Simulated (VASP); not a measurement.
# Te (Im-3m) in VASP: notebook

The runs below take Te through single point, relaxation of cell and atoms, with PBE.

Everything below comes from runs of VASP 6.6.1. Logs are shortened: lines on timing, memory, paths and dates and some standing lists are left out, and cuts for length are marked.

## Step 1: The cell of the first run

The structure is cubic, space group Im-3m (No. 229). The conventional cell has a = 3.263 Å, b = 3.263 Å, c = 3.263 Å, α = 90.00°, β = 90.00°, γ = 90.00°. Te (site symmetry m-3m) has 14 Te at 2.83 to 3.26 Å within 3.7 Å.

This isn't the form of Te at room conditions, which is trigonal, of chains.

## Step 2: Single point, PBE

The input, INCAR:

```
PREC = Accurate
ENCUT = 520
EDIFF = 1E-6
ISMEAR = -1
SIGMA = 0.08
LREAL = False
LASPH = True
NELM = 60
ALGO = Normal
ISIF = 2
LWAVE = False
LCHARG = False
GGA = PE
NBANDS = 9
```

The input, KPOINTS:

```
regular mesh
0
Gamma
  16 16 16
```

The input, POSCAR:

```
Te
1.0
   -1.6312522945      1.6312522945      1.6312522945
    1.6312522945     -1.6312522945      1.6312522945
    1.6312522945      1.6312522945     -1.6312522945
Te
1
Direct
    0.0000000000      0.0000000000      0.0000000000
```

Potentials or basis: VASP PAW PBE potentials, release 64 (Te).

Started as:

```bash
$ cat potpaw_PBE.64/Te/POTCAR > POTCAR
$ mpirun -np 1 vasp_std > vasp.out
```

OUTCAR:

```text
PREC = Accurate
   ENCUT = 520
   EDIFF = 1E-6
   ISMEAR = -1
   LREAL = False
   LASPH = True
   NELM = 60
   ISIF = 2
   GGA = PE

 ion  position               nearest neighbor table
   1  0.000  0.000  0.000-

  LATTYP: Found a body centered cubic cell.
 ALAT       =     3.2625045890

  Lattice vectors:

 A1 = (  -1.6312522945,   1.6312522945,   1.6312522945)
 A2 = (   1.6312522945,  -1.6312522945,   1.6312522945)
 A3 = (   1.6312522945,   1.6312522945,  -1.6312522945)

Analysis of symmetry for initial positions (statically):
=====================================================================
 Subroutine PRICEL returns:
 Original cell was already a primitive cell.

 Routine SETGRP: Setting up the symmetry group for a
 body centered cubic supercell.

 Subroutine GETGRP returns: Found 48 space group operations
 (whereof 48 operations were pure point group operations)
 out of a pool of 48 trial point group operations.

The static configuration has the point symmetry O_h .

Analysis of symmetry for dynamics (positions and initial velocities):
=====================================================================
 Subroutine PRICEL returns:
 Original cell was already a primitive cell.

 Routine SETGRP: Setting up the symmetry group for a
 body centered cubic supercell.

 Subroutine GETGRP returns: Found 48 space group operations
 (whereof 48 operations were pure point group operations)
 out of a pool of 48 trial point group operations.

The dynamic configuration has the point symmetry O_h .

 Subroutine INISYM returns: Found 48 space group operations
 (whereof 48 operations are pure point group operations),
 and found     1 'primitive' translations

----------------------------------------------------------------------------------------

                                     Primitive cell

  volume of cell :      17.3629

  direct lattice vectors                    reciprocal lattice vectors
    -1.631252295  1.631252295  1.631252295     0.000000000  0.306512979  0.306512979
     1.631252295 -1.631252295  1.631252295     0.306512979  0.000000000  0.306512979
     1.631252295  1.631252295 -1.631252295     0.306512979  0.306512979  0.000000000

  length of vectors
     2.825411854  2.825411854  2.825411854     0.433474812  0.433474812  0.433474812

  position of ions in fractional coordinates (direct lattice)
     0.000000000  0.000000000  0.000000000

  ion indices of the primitive-cell ions
   primitive index   ion index
                 1           1

----------------------------------------------------------------------------------------

 KPOINTS: regular mesh

Automatic generation of k-mesh.
 Grid dimensions read from file:
 generate k-points for:   16   16   16

 Generating k-lattice:

  Cartesian coordinates                     Fractional coordinates (reciprocal lattice)
     0.000000000  0.019157061  0.019157061     0.062500000  0.000000000  0.000000000
     0.019157061  0.000000000  0.019157061     0.000000000  0.062500000  0.000000000
     0.019157061  0.019157061  0.000000000     0.000000000  0.000000000  0.062500000

  Length of vectors
     0.027092176  0.027092176  0.027092176

  Shift w.r.t. Gamma in fractional coordinates (k-lattice)
     0.000000000  0.000000000  0.000000000

 Subroutine IBZKPT returns following result:
 ===========================================

 Found    145 irreducible k-points:

 Following reciprocal coordinates:
            Coordinates               Weight
  0.000000  0.000000  0.000000      1.000000
  0.062500  0.000000  0.000000     12.000000
  0.125000  0.000000  0.000000     12.000000
  0.187500  0.000000  0.000000     12.000000
  0.250000  0.000000  0.000000     12.000000
  0.312500  0.000000  0.000000     12.000000
[... 16 lines left out ...]
  0.187500  0.187500  0.000000     24.000000
  0.250000  0.187500  0.000000     48.000000
 [... further k-points ...]
   k-points           NKPTS =    145   k-points in BZ     NKDIM =    145   number of bands    NBANDS=      9
   number of dos      NEDOS =    301   number of ions     NIONS =      1
   total plane-waves  NPLWV =  13824
   dimension x,y,z NGX =    24 NGY =   24 NGZ =   24
   dimension x,y,z NGXF=    48 NGYF=   48 NGZF=   48
   ions per type =               1
   NGX,Y,Z   is equivalent  to a cutoff of  14.12, 14.12, 14.12 a.u.
   NGXF,Y,Z  is equivalent  to a cutoff of  28.24, 28.24, 28.24 a.u.
 SYSTEM =  unknown system
   PREC   = accura    normal or accurate (medium, high low for compatibility)
   ISTART =      0    job   : 0-new  1-cont  2-samecut
   ICHARG =      2    charge: 1-file 2-atom 10-const
   ISPIN  =      1    spin polarized calculation?
   LNONCOLLINEAR =      F non collinear calculations
   LSORBIT =      F    spin-orbit coupling
   LASPH  =      T    aspherical Exc in radial PAW
   ENCUT  =  520.0 eV  38.22 Ry    6.18 a.u.   5.25  5.25  5.25*2*pi/ulx,y,z
   NELM   =     60;   NELMIN=  2; NELMDL= -5     # of ELM steps
   EDIFF  = 0.1E-05   stopping-criterion for ELM
   LREAL  =      F    real-space projection
   EDIFFG = 0.1E-04   stopping-criterion for IOM
   NSW    =      0    number of steps for IOM
   IBRION =     -1    ionic relax: 0-MD 1-quasi-New 2-CG
   NFREE  =      0    steps in history (QN), initial steepest desc. (CG)
   ISIF   =      2    stress and relaxation
   ISYM   =      2    0-nonsym 1-usesym 2-fastsym
   POTIM  = 0.5000    time-step for ionic-motion
   TEBEG  =    0.0;   TEEND  =   0.0 temperature during run
   PSTRESS=    0.0 pullay stress
   NELECT =       6.0000    total number of electrons
   NUPDOWN=      -1.0000    fix difference up-down
   EMIN   =  10.00;   EMAX   =-10.00  energy-range for DOS
   EFERMI =   0.00;   METHOD = LEGACY
   ISMEAR =    -1;   SIGMA  =   0.08  broadening in eV -4-tet -1-fermi 0-gaus
   EFERMI_NEDOS =   21; number of points for ismear=-14 and -15
   IALGO  =     38    algorithm
   IMIX   =      4    mixing-type and parameters
     AMIX     =   0.40;   BMIX     =  1.00
     AMIX_MAG =   1.60;   BMIX_MAG =  1.00
  volume/ion in A,a.u.               =      17.36       117.17
  Fermi-wavevector in a.u.,A,eV,Ry     =   1.148817  2.170949 17.956698  1.319780
  Thomas-Fermi vector in A             =   2.285490
   LORBIT       =      0    0 simple, 1 ext, 2 COOP (PROOUT), +10 PAW based schemes
   GGA     = PE    functional components
   LHFCALC =     F    Hartree Fock is set to
   AEXX    =    0.0000 exact exchange contribution
   IVDW    =     0    specifies the selected vdW correction
   LEPSILON=     F    determine dielectric tensor
   LRPA    =     F    only Hartree local field effects (RPA)
 non-spin polarized calculation
  energy-cutoff  :      520.00
  volume of cell :       17.36
 maximum number of plane-waves:       484
 NGX is ok and might be reduce to    24
   NGX = 11   NGY = 11   NGZ = 11

 number of electron       6.0000001 magnetization

 Free energy of the ion-electron system (eV)
  ---------------------------------------------------
  ext. energy  EPLUGINS =         0.00000000
  ---------------------------------------------------
  free energy    TOTEN  =        -0.94171926 eV

  energy without entropy =       -0.93204279  energy(sigma->0) =       -0.93688103

 E-fermi :  16.6407     XC(G=0): -12.4093

 val. band max:       16.6129012700   @ k =  -0.3125   0.3125   0.1250
 cond. band min:      16.6512681616   @ k =   0.2500   0.0625   0.0625
 fundamental gap:      0.0383668916
 Fermi energy:        16.6407323957

 k-point     1 :       0.0000    0.0000    0.0000
  band No.  band energies     occupation
      1      -2.7196      2.00000
      2      23.1262      0.00000
      3      23.1262      0.00000
      4      23.1262      0.00000
      5      27.5574      0.00000
      6      27.5574      0.00000
      7      27.5574      0.00000
      8      27.7262      0.00000
      9      27.7262      0.00000

 k-point     2 :       0.0625    0.0000    0.0000
  band No.  band energies     occupation
      1      -2.6029      2.00000
      2      22.0607      0.00000
      3      22.5707      0.00000
      4      22.9517      0.00000
      5      26.3029      0.00000
      6      26.4150      0.00000
      7      27.3196      0.00000
      8      28.3756      0.00000
      9      28.5984      0.00000

 k-point     3 :       0.1250    0.0000    0.0000
  band No.  band energies     occupation
      1      -2.2526      2.00000
      2      19.6897      0.00000
      3      21.4212      0.00000
      4      22.4458      0.00000
      5      25.3477      0.00000
      6      25.3724      0.00000
      7      27.1744      0.00000
      8      29.1186      0.00000
      9      29.8124      0.00000

 k-point     4 :       0.1875    0.0000    0.0000
  band No.  band energies     occupation
      1      -1.6688      2.00000
      2      16.9805      0.02820
      3      20.1910      0.00000
      4      21.7294      0.00000
      5      24.5030      0.00000
      6      24.6031      0.00000
      7      27.4523      0.00000
      8      29.6135      0.00000
      9      31.5391      0.00000
[... 205 lines left out ...]
 k-point    22 :       0.4375    0.1250   -0.0000
  band No.  band energies     occupation
      1       4.1164      2.00000
      2       6.4276      2.00000
      3      14.5881      2.00000
      4      18.1823      0.00000
      5      23.6381      0.00000
      6      26.3052      0.00000
      7      30.5732      0.00000
      8      30.8860      0.00000
      9      36.4584      0.00000

 k-point    23 :       0.1875    0.1875    0.0000
  band No.  band energies     occupation
      1       0.4218      2.00000
      2      12.8473      2.00000
      3      14.8020      2.00000
      4      19.0582      0.00000
      5      25.2554      0.00000
      6      25.6754      0.00000
      7      29.3710      0.00000
      8      30.9623      0.00000
      9      34.1548      0.00000

 k-point    24 :       0.2500    0.1875    0.0000
  band No.  band energies     occupation
      1       1.5640      2.00000
      2      10.9388      2.00000
      3      13.5840      2.00000
      4      18.4688      0.00000
      5      25.0071      0.00000
      6      26.3798      0.00000
      7      29.5804      0.00000
      8      32.5134      0.00000
      9      33.6380      0.00000

 [... further k-points ...]
[... 5 lines left out ...]
  --------------------------------------------------------------------------------------
  -------------------------------------------------------------------------------------
  Total        9.4682828      9.4682828      9.4682828      0.0000000      0.0000000      0.0000000
  in kB      873.6920919    873.6920919    873.6920919      0.0000000      0.0000000      0.0000000
  external PRESSURE =     873.6920919 kB  Pullay stress =       0.0000000 kB

 VOLUME and BASIS-vectors are now :
 -----------------------------------------------------------------------------
  energy-cutoff  :      520.00
  volume of cell :       17.36
      direct lattice vectors                 reciprocal lattice vectors
    -1.631252295  1.631252295  1.631252295     0.000000000  0.306512979  0.306512979
     1.631252295 -1.631252295  1.631252295     0.306512979  0.000000000  0.306512979
     1.631252295  1.631252295 -1.631252295     0.306512979  0.306512979  0.000000000

 POSITION                                       TOTAL-FORCE (eV/Angst)
 -----------------------------------------------------------------------------------
      0.00000      0.00000      0.00000        -0.000000      0.000000     -0.000000
 -----------------------------------------------------------------------------------
    total drift:                                0.000000     -0.000000      0.000000

  FREE ENERGIE OF THE ION-ELECTRON SYSTEM (eV)
  ---------------------------------------------------
  free  energy   TOTEN  =        -0.9417192607 eV

  energy  without entropy=       -0.9320427911  energy(sigma->0) =       -0.93688103
```

Wall time 6.9 s (1 thread of Intel Xeon 6975P-C (Granite Rapids), shared host); peak memory 0.15 GiB.

Results:

```yaml
Free_energy: -0.9417 eV
Pressure: 87.4 GPa
Band_gap_on_the_k_mesh: zero (bands 3 and 4 overlap by 13.09 eV)
```

Caveat: the cell stands under pressure; spin-orbit coupling is left out, which moves the levels of the heavy elements.

(Continued in part 2 of 2.)
